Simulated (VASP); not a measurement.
Wanted: the native input for a VASP 6.6.1 run.

| Property | Result |
| --- | --- |
| Task | single point |
| Functional | PBE |
| Potentials or basis | VASP PAW PBE potentials, release 64 (Na_pv, Te, C) |
| Cutoff | 520 eV |
| k mesh | 4 × 4 × 4 |
| Occupations | gaussian, width 0.1 eV |
| Spin | no spin polarisation |
| Dipole correction | no |
| Further INCAR settings | ALGO = Normal; EDIFF = 1e-07; NBANDS = 28 |

The structure of Na4TeC lies in POSCAR:

```
Na4TeC
1.0
    4.7733555935      0.0000000000      0.0000000000
    0.0000000000      4.7733555935      0.0000000000
    0.0000000000      0.0000000000      6.9757441490
Na Te C
4 1 1
Direct
    0.5000000000      0.0000000000      0.2195441968
    0.0000000000      0.5000000000      0.7804558032
    0.5000000000      0.0000000000      0.7804558032
    0.0000000000      0.5000000000      0.2195441968
    0.5000000000      0.5000000000      0.5000000000
    0.0000000000      0.0000000000      0.0000000000
```

These files were run (other wordings do the same):

INCAR

```
ALGO = Normal
EDIFF = 1E-7
ENCUT = 520
GGA = PE
ISIF = 2
ISMEAR = 0
LASPH = T
LCHARG = T
LELF = T
LREAL = F
LVHAR = T
LWAVE = F
NBANDS = 28
NELM = 80
PREC = Accurate
SIGMA = 0.1
```

KPOINTS

```
k-points
0
Gamma
  4 4 4
```

Potentials or basis: VASP PAW PBE potentials, release 64 (Na_pv, Te, C).

Run with:

```console
$ cat potpaw_PBE.64/Na_pv/POTCAR potpaw_PBE.64/Te/POTCAR potpaw_PBE.64/C/POTCAR > POTCAR
$ mpirun -np 1 vasp_std > vasp.out
```

It gave:

| Quantity | Value |
| --- | --- |
| Pressure | -0.1 GPa |
| Largest force | 0.004 eV/Å |
| Band gap on the k mesh | zero (band 19 reaches 1.29 eV, above the bottom of band 20 at 0.89 eV) |

Caveat: spin-orbit coupling is left out, which moves the levels of the heavy elements.

Run time: 100 s on 1 thread of Oxide Virtual Turin-like Processor (shared host), peak memory 0.25 GiB.
